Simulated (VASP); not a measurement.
Set up this calculation in VASP 6.6.1, as the native input.

```yaml
Task: single point
Functional: RPBE
Potentials_or_basis: VASP PAW PBE potentials, release 64 (Sr_sv)
Cutoff: 520 eV
k_mesh: 7 × 7 × 10
Occupations: fermi-dirac, width 0.1 eV
Spin: no spin polarisation
Dipole_correction: no
Further_INCAR_settings: ALGO = Normal; EDIFF = 1e-06; NBANDS = 22
```

The structure of Sr lies in POSCAR:

```
Sr
1.0
    7.1669821341      0.0000000000      0.0000000000
   -3.5834910670      6.2067885966      0.0000000000
    0.0000000000      0.0000000000      4.2963257473
Sr
3
Direct
    0.0000000000      0.0000000000      0.0000000000
    0.3333333333      0.6666666667      0.5000000000
    0.6666666667      0.3333333333      0.5000000000
```

This isn't the form of Sr at room conditions, which is fcc.

One way to write it, as run:

INCAR

```
SYSTEM = Sr
PREC     = Accurate       ! precision mode
ENCUT    = 520            ! plane-wave cutoff, eV
EDIFF    = 1E-6           ! SCF threshold, eV
ISMEAR   = -1             ! smearing method
SIGMA    = 0.1            ! smearing width, eV
LREAL    = .FALSE.        ! projectors in reciprocal space
LASPH    = .TRUE.         ! aspherical terms in the spheres
NELM     = 100            ! most SCF steps
ALGO     = Normal         ! electronic algorithm
ISIF     = 2              ! what is computed and relaxed
LWAVE    = .FALSE.        ! write WAVECAR
LCHARG   = .TRUE.         ! write CHGCAR
GGA      = RP             ! functional
LELF     = .TRUE.         ! ELF
LVHAR    = .TRUE.       
NBANDS   = 22             ! bands
```

KPOINTS

```
regular mesh
0
G
  7 7 10
  0 0 0
```

Potentials or basis: VASP PAW PBE potentials, release 64 (Sr_sv).

Launch:

```bash
$ cat potpaw_PBE.64/Sr_sv/POTCAR > POTCAR
$ mpirun -np 1 vasp_std > vasp.out
```

Results of the run:

```json
{
  "Pressure": "-0.7 GPa",
  "Band gap on the k mesh": "zero (bands 15 and 16 overlap by 0.30 eV)"
}
```

Caveat: the PAW data sets were made with another functional, which shifts forces and pressure a little.

Wall time 2.4 min on 1 thread of Intel(R) Xeon(R) Platinum 8375C CPU @ 2.90GHz (Ice Lake), on a shared host, peak memory 0.38 GiB.
